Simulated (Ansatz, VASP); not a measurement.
One calculation of Sr, two programs

The input INCAR:

```
SYSTEM = Sr
PREC     = Accurate       ! precision mode
ENCUT    = 520            ! plane-wave cutoff, eV
EDIFF    = 1E-7           ! SCF threshold, eV
ISMEAR   = 0              ! smearing method
SIGMA    = 0.15           ! smearing width, eV
LREAL    = .FALSE.        ! projectors in reciprocal space
LASPH    = .TRUE.         ! aspherical terms in the spheres
NELM     = 60             ! most SCF steps
ALGO     = Fast           ! electronic algorithm
ISIF     = 2              ! what is computed and relaxed
LWAVE    = .FALSE.        ! write WAVECAR
LCHARG   = .FALSE.        ! write CHGCAR
GGA      = PE             ! functional
NBANDS   = 11             ! bands
```

KPOINTS

```
Automatic mesh
0
G
  14 14 14
  0 0 0
```

POSCAR

```
Sr
1.0
    0.0038029375      3.0423500000      3.0423500000
    3.0461529375      0.0000000000      3.0461529375
    3.0423500000      3.0423500000      0.0038029375
Sr
1
Direct
    0.0000000000      0.0000000000      0.0000000000
```

Input for Ansatz:

```yaml
crystal:
  lattice:
    - [0.0038029375, 3.04235, 3.04235]
    - [3.0461529375, 0.0, 3.0461529375]
    - [3.04235, 3.04235, 0.0038029375]
  atoms:
    - { symbol: Sr, position: [0.0, 0.0, 0.0] }
basis:
  ecutwfc: 420
kpoints:
  mp_grid: { grid: [14, 14, 14] }
hamiltonian:
  xc: pbe
scf:
  occupations: { method: gaussian, width: 0.15 }
output:
  forces: true
  stress: true
  eigenvalues: true
```

Change from the starting cell: strain +0.0025 x Voigt [0, 0, 0, 0, 1, 0], atoms carried along.

Alike in both runs: task single point; functional PBE; k mesh 14 × 14 × 14; occupations gaussian, width 0.15 eV; no spin polarisation.

```csv
,VASP,Ansatz
version,VASP 6.6.1,Ansatz 0.2.0
potentials or method,"VASP PAW PBE potentials, release 64 (Sr_sv), cutoff 520 eV","scalar-relativistic, plane waves, PAW"
valence electrons in the cell,10,10
```

|  | VASP | Ansatz | Ansatz less VASP |
| --- | --- | --- | --- |
| gap on the k mesh at the Fermi level (eV) | none | none | - |
| pressure (GPa) | -0.3 | -0.3 | -0.01 |

A gap of «none» marks a metal or a gap that the smearing closes. With one functional, cell and mesh, what is left measures potentials, basis and numerics.
